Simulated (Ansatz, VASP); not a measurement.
## Two plane-wave programs on ZnS

```
Zn S
1.0
     0.00000    2.72156    2.72156
     2.72156    0.00000    2.72156
     2.72156    2.72156    0.00000
Zn S
1 1
Cartesian
  0.0000 0.0000 0.0000
  3.6581 3.6581 3.4823
```

Alike in both runs: task single point; functional PBE; k mesh 8 × 8 × 8; occupations gaussian, width 0.05 eV; no spin polarisation.

|  | VASP | Ansatz |
| --- | --- | --- |
| version | VASP 6.6.1 | Ansatz 0.2.0 |
| potentials or method | VASP PAW PBE potentials, release 64 (Zn, S), cutoff 520 eV | scalar-relativistic, plane waves, PAW |
| valence electrons in the cell | 18 | 18 |

|  | VASP | Ansatz | Ansatz less VASP |
| --- | --- | --- | --- |
| gap on the k mesh at the Fermi level (eV) | 2.05 | 2.04 | -0.012 |
| least direct gap on the mesh (eV) | 2.06 | 2.05 | -0.009 |
| pressure (GPa) | 5.7 | 5.6 | -0.14 |
| traceless stress, the component that is largest in VASP (GPa) | -5.22 | -5.09 | +0.128 |
| rms of the force components (eV/Å) | 0.760 | 0.755 | -0.0047 |

Atom by atom the forces differ by 0.006 eV/Å (rms over components).
